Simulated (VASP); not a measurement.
Wanted: the native input for a VASP 6.6.1 run.

```yaml
Task: single point
Functional: PBE
Potentials_or_basis: VASP PAW PBE potentials, release 64 (Al)
Cutoff: 500 eV
k_mesh: 14 × 14 × 14
Occupations: gaussian, width 0.05 eV
Spin: no spin polarisation
Dipole_correction: no
Further_INCAR_settings: ALGO = Normal; EDIFF = 1e-06; NBANDS = 8
```

The structure of Al lies in POSCAR:

```
Al
1.0
   -1.5912186900      1.5912186900      1.5912186900
    1.5912186900     -1.5912186900      1.5912186900
    1.5912186900      1.5912186900     -1.5912186900
Al
1
Direct
    0.0000000000      0.0000000000      0.0000000000
```

The input as run:

INCAR

```
  PREC = Accurate
  ENCUT = 500
  EDIFF = 1E-6
  ISMEAR = 0
  SIGMA = 0.05
  LREAL = False
  LASPH = True
  NELM = 120
  ALGO = Normal
  ISIF = 2
  LWAVE = False
  LCHARG = False
  GGA = PE
  NBANDS = 8
  GGA_COMPAT = False
```

KPOINTS

```
regular mesh
0
Gamma
  14 14 14
```

Potentials or basis: VASP PAW PBE potentials, release 64 (Al).

Run with:

```sh
$ cat potpaw_PBE.64/Al/POTCAR > POTCAR
$ mpirun -np 1 vasp_std > vasp.out
```

It gave:

* Pressure: 3.9 GPa

Wall time 5.2 s on 1 thread of Intel(R) Xeon(R) 6975P-C (Granite Rapids) (shared host), peak memory 0.12 GiB.
